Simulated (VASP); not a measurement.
Here is a VASP 6.6.1 calculation.

Contents of INCAR:

```
  PREC = Accurate
  ENCUT = 520
  EDIFF = 1E-6
  ISMEAR = 0
  SIGMA = 0.1
  LREAL = F
  LASPH = T
  NELM = 150
  ALGO = Normal
  ISIF = 2
  LWAVE = F
  LCHARG = F
  ISPIN = 2
  MAGMOM = 0 0.3 0.3 0.3
  LORBIT = 11
  LMAXMIX = 4
  GGA = PS
  NBANDS = 32
```

Contents of KPOINTS:

```
regular mesh
0
Gamma
  14 14 14
```

Contents of POSCAR:

```
TiCo3
1.0
    3.4929645978      0.0000000000      0.0000000000
    0.0000000000      3.4929645978      0.0000000000
    0.0000000000      0.0000000000      3.5684280454
Ti Co
1 3
Direct
    0.0000000000      0.0000000000      0.0000000000
    0.0000000000      0.5000000000      0.5000000000
    0.5000000000      0.0000000000      0.5000000000
    0.5000000000      0.5000000000      0.0000000000
```

Potentials or basis: VASP PAW PBE potentials, release 64 (Ti_sv, Co).

Command:

```console
$ cat potpaw_PBE.64/Ti_sv/POTCAR potpaw_PBE.64/Co/POTCAR > POTCAR
$ mpirun -np 1 vasp_std > vasp.out
```

Question: Predict the net moment.

Answer: 0.50 μB per cell.

Question: Predict the pressure.

Answer: 1.3 GPa.

Question: What does it give for the site moments?

Answer: Ti -0.06; Co +0.22, +0.13 (each value once) μB.

Stress tensor (GPa, compression positive):
```
 2.23  0.00  0.00
 0.00  2.23  0.00
 0.00  0.00 -0.68
```

Caveat: the cell differs from its parent crystal (biaxial strain in the a-b plane: -1.0 %, then relaxed in part); the PAW data sets were made with another functional, which shifts forces and pressure a little.
